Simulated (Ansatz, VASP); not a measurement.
# BAs: VASP beside Ansatz

```xyz
2
Lattice="0.0000 2.4158 2.4158 2.4158 0.0000 2.4158 2.4158 2.4158 0.0000" Properties=species:S:1:pos:R:3 pbc="T T T"
B     0.0000    0.0000    0.0000
As    1.2079    1.2079    1.2079
```

Change from the starting cell: hydrostatic strain +1.0%.

Alike in both runs: task single point; functional r2SCAN; k mesh 10 × 10 × 10; occupations fermi-dirac, width 0.02 eV; non-collinear spin, spin-orbit coupling.

|  | VASP | Ansatz |
| --- | --- | --- |
| version | VASP 6.6.1 | Ansatz 0.2.0 |
| potentials or method | VASP PAW PBE potentials, release 64 (B, As) | plane waves, PAW |
| plane-wave cutoff (eV) | 520 | 500 |
| valence electrons in the cell | 8 | 18 |

```csv
,VASP,Ansatz,Ansatz less VASP
pressure (GPa),-3.8,-4.0,-0.18
net moment per atom (μB),0.00,0.00,0.000
```

VASP's potentials were made for PBE, not for r2SCAN. With one functional, cell and mesh, what is left measures potentials, basis and numerics. VASP's potentials hold 8 valence electrons a cell and Ansatz's 18, so a difference there can come from the potentials and not from the codes.
